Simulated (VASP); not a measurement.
# CuS (Fm-3m) in VASP: further runs

The runs below take CuS through single point, with LDA.

Program: VASP 6.6.1. These are calculated values, not measurements. Logs are shortened: lines on timing, memory, paths and dates and some standing lists are left out, and cuts for length are marked.

**1. The cell of the first run**

It takes space group Fm-3m (No. 225, cubic). The conventional cell has a = 4.880 Å, b = 4.880 Å, c = 4.880 Å, α = 90.00°, β = 90.00°, γ = 90.00°. Within 3.2 Å of Cu (site symmetry m-3m) lie 6 S at 2.44 Å. S (site symmetry m-3m) has 6 Cu at 2.44 Å within 3.2 Å.

**2. Single point, LDA**

Contents of INCAR:

```
ALGO     = Normal         # electronic algorithm
EDIFF    = 1E-6           # SCF threshold, eV
ENCUT    = 520            # plane-wave cutoff, eV
ISIF     = 2              # what is computed and relaxed
ISMEAR   = 1              # smearing method
LASPH    = True           # aspherical terms in the spheres
LCHARG   = True           # write CHGCAR
LELF     = True           # ELF
LREAL    = False          # projectors in reciprocal space
LVHAR    = True         
LWAVE    = False          # write WAVECAR
NBANDS   = 16             # bands
NELM     = 60             # most SCF steps
PREC     = Accurate       # precision mode
SIGMA    = 0.1            # smearing width, eV
```

Contents of KPOINTS:

```
k-points
0
Gamma
  6 6 6
```

Contents of POSCAR:

```
CuS
1.0
    0.0000000000      2.4399030000      2.4399030000
    2.4399030000      0.0000000000      2.4399030000
    2.4399030000      2.4399030000      0.0000000000
Cu S
1 1
Direct
    0.0000000000      0.0000000000      0.0000000000
    0.5000000000      0.5000000000      0.5000000000
```

Potentials or basis: VASP PAW LDA potentials, release 64 (Cu, S).

Command:

```sh
> cat potpaw_LDA.64/Cu/POTCAR potpaw_LDA.64/S/POTCAR > POTCAR
> mpirun -np 1 vasp_std > vasp.out
```

OUTCAR:

```text
EDIFF = 1E-6
   ENCUT = 520
   ISIF = 2
   ISMEAR = 1
   LASPH = True
   LREAL = False
   NELM = 60
   PREC = Accurate

 ion  position               nearest neighbor table
   1  0.000  0.000  0.000-   2 2.44   2 2.44   2 2.44   2 2.44   2 2.44   2 2.44
   2  0.500  0.500  0.500-   1 2.44   1 2.44   1 2.44   1 2.44   1 2.44   1 2.44

  LATTYP: Found a face centered cubic cell.
 ALAT       =     4.8798060000

  Lattice vectors:

 A1 = (   0.0000000000,   2.4399030000,   2.4399030000)
 A2 = (   2.4399030000,   0.0000000000,   2.4399030000)
 A3 = (   2.4399030000,   2.4399030000,   0.0000000000)

Analysis of symmetry for initial positions (statically):
=====================================================================
 Subroutine PRICEL returns:
 Original cell was already a primitive cell.

 Routine SETGRP: Setting up the symmetry group for a
 face centered cubic supercell.

 Subroutine GETGRP returns: Found 48 space group operations
 (whereof 48 operations were pure point group operations)
 out of a pool of 48 trial point group operations.

The static configuration has the point symmetry O_h .

Analysis of symmetry for dynamics (positions and initial velocities):
=====================================================================
 Subroutine PRICEL returns:
 Original cell was already a primitive cell.

 Routine SETGRP: Setting up the symmetry group for a
 face centered cubic supercell.

 Subroutine GETGRP returns: Found 48 space group operations
 (whereof 48 operations were pure point group operations)
 out of a pool of 48 trial point group operations.

The dynamic configuration has the point symmetry O_h .

 Subroutine INISYM returns: Found 48 space group operations
 (whereof 48 operations are pure point group operations),
 and found     1 'primitive' translations

----------------------------------------------------------------------------------------

                                     Primitive cell

  volume of cell :      29.0501

  direct lattice vectors                    reciprocal lattice vectors
     0.000000000  2.439903000  2.439903000    -0.204926179  0.204926179  0.204926179
     2.439903000  0.000000000  2.439903000     0.204926179 -0.204926179  0.204926179
     2.439903000  2.439903000  0.000000000     0.204926179  0.204926179 -0.204926179

  length of vectors
[... 72 lines left out ...]
   NELM   =     60;   NELMIN=  2; NELMDL= -5     # of ELM steps
   EDIFF  = 0.1E-05   stopping-criterion for ELM
   LREAL  =      F    real-space projection
   EDIFFG = 0.1E-04   stopping-criterion for IOM
   NSW    =      0    number of steps for IOM
   IBRION =     -1    ionic relax: 0-MD 1-quasi-New 2-CG
   NFREE  =      0    steps in history (QN), initial steepest desc. (CG)
   ISIF   =      2    stress and relaxation
   ISYM   =      2    0-nonsym 1-usesym 2-fastsym
   POTIM  = 0.5000    time-step for ionic-motion
   TEBEG  =    0.0;   TEEND  =   0.0 temperature during run
   PSTRESS=    0.0 pullay stress
   NELECT =      17.0000    total number of electrons
   NUPDOWN=      -1.0000    fix difference up-down
   EMIN   =  10.00;   EMAX   =-10.00  energy-range for DOS
   EFERMI =   0.00;   METHOD = LEGACY
   ISMEAR =     1;   SIGMA  =   0.10  broadening in eV -4-tet -1-fermi 0-gaus
   EFERMI_NEDOS =   21; number of points for ismear=-14 and -15
   IALGO  =     38    algorithm
   IMIX   =      4    mixing-type and parameters
     AMIX     =   0.40;   BMIX     =  1.00
     AMIX_MAG =   1.60;   BMIX_MAG =  1.00
  volume/ion in A,a.u.               =      14.53        98.02
  Fermi-wavevector in a.u.,A,eV,Ry     =   1.369331  2.587661 25.511857  1.875069
  Thomas-Fermi vector in A             =   2.495216
   LORBIT       =      0    0 simple, 1 ext, 2 COOP (PROOUT), +10 PAW based schemes
   GGA     = CA    functional components
   LHFCALC =     F    Hartree Fock is set to
   AEXX    =    0.0000 exact exchange contribution
   IVDW    =     0    specifies the selected vdW correction
   LEPSILON=     F    determine dielectric tensor
   LRPA    =     F    only Hartree local field effects (RPA)
 non-spin polarized calculation
 Methfessel and Paxton  Order N= 1 SIGMA  =   0.10
  energy-cutoff  :      520.00
  volume of cell :       29.05
 maximum number of plane-waves:       797
 NGX is ok and might be reduce to    28
   NGX = 13   NGY = 13   NGZ = 13

 number of electron      16.9999986 magnetization

 Free energy of the ion-electron system (eV)
  ---------------------------------------------------
  ext. energy  EPLUGINS =         0.00000000
  ---------------------------------------------------
  free energy    TOTEN  =        -9.63327025 eV

  energy without entropy =       -9.63678777  energy(sigma->0) =       -9.63444276

 E-fermi :   6.5063     XC(G=0): -11.7149

 val. band max:        6.4406608133   @ k =   0.1667   0.0000   0.0000
 cond. band min:       6.5960471649   @ k =   0.3333   0.1667   0.0000
 fundamental gap:      0.1553863515
 Fermi energy:         6.5062779404

 k-point     1 :       0.0000    0.0000    0.0000
  band No.  band energies     occupation
      1      -8.0452      2.00000
      2       3.6506      2.00000
      3       3.6506      2.00000
      4       3.7146      2.00000
      5       3.7146      2.00000
      6       3.7146      2.00000
[... 281 lines left out ...]
      3       2.1986      2.00000
      4       2.2051      2.00000
      5       4.2626      2.00000
      6       4.3038      2.00000
[... 8 lines left out ...]
     15      23.1322      0.00000
     16      23.2638      0.00000

------------------------ aborting loop because EDIFF is reached ----------------------------------------

  FORCE on cell =-STRESS in cart. coord.  units (eV):
  Direction    XX          YY          ZZ          XY          YZ          ZX
  --------------------------------------------------------------------------------------
  -------------------------------------------------------------------------------------
  Total       -1.5943152     -1.5943152     -1.5943152      0.0000000     -0.0000000      0.0000000
  in kB      -87.9300054    -87.9300054    -87.9300054      0.0000000     -0.0000000      0.0000000
  external PRESSURE =     -87.9300054 kB  Pullay stress =       0.0000000 kB

 VOLUME and BASIS-vectors are now :
 -----------------------------------------------------------------------------
  energy-cutoff  :      520.00
  volume of cell :       29.05
      direct lattice vectors                 reciprocal lattice vectors
     0.000000000  2.439903000  2.439903000    -0.204926179  0.204926179  0.204926179
     2.439903000  0.000000000  2.439903000     0.204926179 -0.204926179  0.204926179
     2.439903000  2.439903000  0.000000000     0.204926179  0.204926179 -0.204926179

 POSITION                                       TOTAL-FORCE (eV/Angst)
 -----------------------------------------------------------------------------------
      0.00000      0.00000      0.00000         0.000000     -0.000000      0.000000
      2.43990      2.43990      2.43990        -0.000000      0.000000     -0.000000
 -----------------------------------------------------------------------------------
    total drift:                               -0.000000      0.000000      0.000000

  FREE ENERGIE OF THE ION-ELECTRON SYSTEM (eV)
  ---------------------------------------------------
  free  energy   TOTEN  =        -9.6332702547 eV

  energy  without entropy=       -9.6367877725  energy(sigma->0) =       -9.63444276
```

stdout:

```text
POSCAR found type information on POSCAR CuS
 POSCAR found :  2 types and       2 ions
 scaLAPACK will be used
 LDA part: xc-table for (Slater(with rela. corr.)+CA(PZ))
 , standard interpolation
 POSCAR, INCAR and KPOINTS ok, starting setup
 FFT: planning ... GRIDC
 FFT: planning ... GRID_SOFT
 FFT: planning ... GRID
 WAVECAR not read
 entering main loop
```

Wall time 18 s (1 thread of AMD EPYC 7R13, shared host); peak memory 0.11 GiB.

Results:

```yaml
Free_energy: -9.6333 eV
Pressure: -8.8 GPa
```

Caveat: the k points lie up to 0.37 Å⁻¹ apart.

**3. Single point, LDA**

Contents of INCAR:

```
SYSTEM = CuS
ALGO     = Normal         ! electronic algorithm
EDIFF    = 1E-6           ! SCF threshold, eV
ENCUT    = 520            ! plane-wave cutoff, eV
GGA      = CA             ! functional
ISIF     = 2              ! what is computed and relaxed
ISMEAR   = 1              ! smearing method
LASPH    = .True.         ! aspherical terms in the spheres
LCHARG   = .False.        ! write CHGCAR
LREAL    = .False.        ! projectors in reciprocal space
LWAVE    = .False.        ! write WAVECAR
NBANDS   = 16             ! bands
NELM     = 60             ! most SCF steps
PREC     = Accurate       ! precision mode
SIGMA    = 0.1            ! smearing width, eV
```

Contents of KPOINTS:

```
k-points
0
Gamma
  6 6 6
  0 0 0
```

POSCAR is that of step 2.

Potentials or basis: VASP PAW LDA potentials, release 64 (Cu, S).

Command:

```sh
> cat potpaw_LDA.64/Cu/POTCAR potpaw_LDA.64/S/POTCAR > POTCAR
> mpirun -np 1 vasp_std > vasp.out
```

OUTCAR:

```text
SYSTEM = CuS
   EDIFF = 1E-6
   ENCUT = 520
   GGA = CA
   ISIF = 2
   ISMEAR = 1
   LASPH = .True.
   LREAL = .False.
   NELM = 60
   PREC = Accurate

 ion  position               nearest neighbor table
   1  0.000  0.000  0.000-   2 2.44   2 2.44   2 2.44   2 2.44   2 2.44   2 2.44
   2  0.500  0.500  0.500-   1 2.44   1 2.44   1 2.44   1 2.44   1 2.44   1 2.44

  LATTYP: Found a face centered cubic cell.
 ALAT       =     4.8798060000

  Lattice vectors:

 A1 = (   0.0000000000,   2.4399030000,   2.4399030000)
 A2 = (   2.4399030000,   0.0000000000,   2.4399030000)
 A3 = (   2.4399030000,   2.4399030000,   0.0000000000)

Analysis of symmetry for initial positions (statically):
=====================================================================
 Subroutine PRICEL returns:
 Original cell was already a primitive cell.

 Routine SETGRP: Setting up the symmetry group for a
 face centered cubic supercell.

 Subroutine GETGRP returns: Found 48 space group operations
 (whereof 48 operations were pure point group operations)
 out of a pool of 48 trial point group operations.

The static configuration has the point symmetry O_h .

Analysis of symmetry for dynamics (positions and initial velocities):
=====================================================================
 Subroutine PRICEL returns:
 Original cell was already a primitive cell.

 Routine SETGRP: Setting up the symmetry group for a
 face centered cubic supercell.

 Subroutine GETGRP returns: Found 48 space group operations
 (whereof 48 operations were pure point group operations)
 out of a pool of 48 trial point group operations.

The dynamic configuration has the point symmetry O_h .

 Subroutine INISYM returns: Found 48 space group operations
 (whereof 48 operations are pure point group operations),
 and found     1 'primitive' translations

[... 100 lines left out ...]
   ISMEAR =     1;   SIGMA  =   0.10  broadening in eV -4-tet -1-fermi 0-gaus
   EFERMI_NEDOS =   21; number of points for ismear=-14 and -15
   IALGO  =     38    algorithm
   IMIX   =      4    mixing-type and parameters
     AMIX     =   0.40;   BMIX     =  1.00
     AMIX_MAG =   1.60;   BMIX_MAG =  1.00
  volume/ion in A,a.u.               =      14.53        98.02
  Fermi-wavevector in a.u.,A,eV,Ry     =   1.369331  2.587661 25.511857  1.875069
  Thomas-Fermi vector in A             =   2.495216
   LORBIT       =      0    0 simple, 1 ext, 2 COOP (PROOUT), +10 PAW based schemes
   GGA     = CA    functional components
   LHFCALC =     F    Hartree Fock is set to
   AEXX    =    0.0000 exact exchange contribution
   IVDW    =     0    specifies the selected vdW correction
   LEPSILON=     F    determine dielectric tensor
   LRPA    =     F    only Hartree local field effects (RPA)
 non-spin polarized calculation
 Methfessel and Paxton  Order N= 1 SIGMA  =   0.10
  energy-cutoff  :      520.00
  volume of cell :       29.05
 maximum number of plane-waves:       797
 NGX is ok and might be reduce to    28
   NGX = 13   NGY = 13   NGZ = 13

 number of electron      16.9999986 magnetization

 Free energy of the ion-electron system (eV)
  ---------------------------------------------------
  ext. energy  EPLUGINS =         0.00000000
  ---------------------------------------------------
  free energy    TOTEN  =        -9.63327025 eV

  energy without entropy =       -9.63678777  energy(sigma->0) =       -9.63444276

 E-fermi :   6.5063     XC(G=0): -11.7149

 val. band max:        6.4406608133   @ k =   0.1667   0.0000   0.0000
 cond. band min:       6.5960471649   @ k =   0.3333   0.1667   0.0000
 fundamental gap:      0.1553863515
 Fermi energy:         6.5062779404

 k-point     1 :       0.0000    0.0000    0.0000
  band No.  band energies     occupation
      1      -8.0452      2.00000
      2       3.6506      2.00000
      3       3.6506      2.00000
      4       3.7146      2.00000
      5       3.7146      2.00000
      6       3.7146      2.00000
[... 281 lines left out ...]
      3       2.1986      2.00000
      4       2.2051      2.00000
      5       4.2626      2.00000
      6       4.3038      2.00000
[... 8 lines left out ...]
     15      23.1322      0.00000
     16      23.2638      0.00000

------------------------ aborting loop because EDIFF is reached ----------------------------------------

  FORCE on cell =-STRESS in cart. coord.  units (eV):
  Direction    XX          YY          ZZ          XY          YZ          ZX
  --------------------------------------------------------------------------------------
  -------------------------------------------------------------------------------------
  Total       -1.5943152     -1.5943152     -1.5943152      0.0000000     -0.0000000      0.0000000
  in kB      -87.9300054    -87.9300054    -87.9300054      0.0000000     -0.0000000      0.0000000
  external PRESSURE =     -87.9300054 kB  Pullay stress =       0.0000000 kB

 VOLUME and BASIS-vectors are now :
 -----------------------------------------------------------------------------
  energy-cutoff  :      520.00
  volume of cell :       29.05
      direct lattice vectors                 reciprocal lattice vectors
     0.000000000  2.439903000  2.439903000    -0.204926179  0.204926179  0.204926179
     2.439903000  0.000000000  2.439903000     0.204926179 -0.204926179  0.204926179
     2.439903000  2.439903000  0.000000000     0.204926179  0.204926179 -0.204926179

 POSITION                                       TOTAL-FORCE (eV/Angst)
 -----------------------------------------------------------------------------------
      0.00000      0.00000      0.00000         0.000000     -0.000000      0.000000
      2.43990      2.43990      2.43990        -0.000000      0.000000     -0.000000
 -----------------------------------------------------------------------------------
    total drift:                               -0.000000      0.000000      0.000000

  FREE ENERGIE OF THE ION-ELECTRON SYSTEM (eV)
  ---------------------------------------------------
  free  energy   TOTEN  =        -9.6332702547 eV

  energy  without entropy=       -9.6367877725  energy(sigma->0) =       -9.63444276
```

stdout:

```text
POSCAR found type information on POSCAR CuS
 POSCAR found :  2 types and       2 ions
 scaLAPACK will be used
 LDA part: xc-table for (Slater(with rela. corr.)+CA(PZ))
 , standard interpolation
 POSCAR, INCAR and KPOINTS ok, starting setup
 FFT: planning ... GRIDC
 FFT: planning ... GRID_SOFT
 FFT: planning ... GRID
 WAVECAR not read
 entering main loop
```

Wall time 13 s (1 thread of AMD EPYC 7R13, shared host); peak memory 0.11 GiB.

What came out:

| Property | Result |
| --- | --- |
| Free energy | -9.6333 eV |
| Pressure | -8.8 GPa |

Caveat: the k points lie up to 0.37 Å⁻¹ apart. With open d or f shells a metallic result of LDA can be an artefact of self-interaction; +U or a hybrid may open a gap.
